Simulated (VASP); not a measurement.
BaCoO3, 10 atoms in the cell. The cell holds a disordered packing, 10 atoms: a = 4.711 Å, b = 5.880 Å, c = 4.950 Å, α = 83.28°, β = 77.60°, γ = 86.61°. 

```yaml
Program: VASP 6.6.1
Task: single point
Functional: PBEsol
Potentials_or_basis: VASP PAW PBE potentials, release 64 (O, Co, Ba_sv)
Cutoff: 520 eV
k_mesh: 4 × 3 × 4, shifted
Occupations: gaussian, width 0.0759 eV
Spin: collinear spin
Starting_moments: "[0.08, -0.03, -0.12, 0.05, -0.11, 0.1, 1.58, 1.87, 0.0, 0.0] μB"
Dipole_correction: no
Further_INCAR_settings: ALGO = Normal; EDIFF = 1e-06; NBANDS = 52
```

Potentials or basis: VASP PAW PBE potentials, release 64 (O, Co, Ba_sv).

Command:

```sh
$ cat potpaw_PBE.64/O/POTCAR potpaw_PBE.64/Co/POTCAR potpaw_PBE.64/Ba_sv/POTCAR > POTCAR
$ mpirun -np 1 vasp_std > vasp.out
```

Hardware: 1 thread of Intel Xeon 8259CL, with other jobs on the host.

Q: How long does it take, and how much memory?

A: It took 12 min on 1 thread of Intel Xeon 8259CL, on a shared host, peak memory 0.48 GiB. Counts: scf iterations 26, k points 26.
